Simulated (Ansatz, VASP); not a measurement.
One calculation of Pd, two programs

INCAR

```
ALGO = Normal
EDIFF = 1E-6
ENCUT = 520
GGA = PE
ISIF = 2
ISMEAR = 0
LASPH = T
LCHARG = F
LREAL = F
LWAVE = F
NBANDS = 11
NELM = 60
PREC = Accurate
SIGMA = 0.15
```

File KPOINTS:

```
k-points
0
Gamma
  8 8 8
```

Contents of POSCAR:

```
Pd
1.0
    0.0000000000      1.9449000000      1.9449000000
    1.9449000000      0.0000000000      1.9449000000
    1.9449000000      1.9449000000      0.0000000000
Pd
1
Direct
    0.0000000000      0.0000000000      0.0000000000
```

Input for Ansatz:

```yaml
crystal:
  lattice:
    - [0.0, 1.9449, 1.9449]
    - [1.9449, 0.0, 1.9449]
    - [1.9449, 1.9449, 0.0]
  atoms:
    - { symbol: Pd, position: [0.0, 0.0, 0.0] }
basis:
  ecutwfc: 420
kpoints:
  mp_grid: { grid: [8, 8, 8] }
hamiltonian:
  xc: pbe
scf:
  occupations: { method: gaussian, width: 0.15 }
output:
  forces: true
  stress: true
  eigenvalues: true
```

Alike in both runs: task single point; functional PBE; k mesh 8 × 8 × 8; occupations gaussian, width 0.15 eV; no spin polarisation.

|  | VASP | Ansatz |
| --- | --- | --- |
| version | VASP 6.6.1 | Ansatz 0.2.0 |
| potentials or method | VASP PAW PBE potentials, release 64 (Pd), cutoff 520 eV | scalar-relativistic, plane waves, PAW |
| valence electrons in the cell | 10 | 18 |

|  | VASP | Ansatz | Ansatz less VASP |
| --- | --- | --- | --- |
| gap on the k mesh at the Fermi level (eV) | none | none | - |
| pressure (GPa) | 8.1 | 8.5 | +0.34 |

A gap of «none» marks a metal or a gap that the smearing closes. VASP's potentials hold 10 valence electrons a cell and Ansatz's 18, so a difference there can come from the potentials and not from the codes.
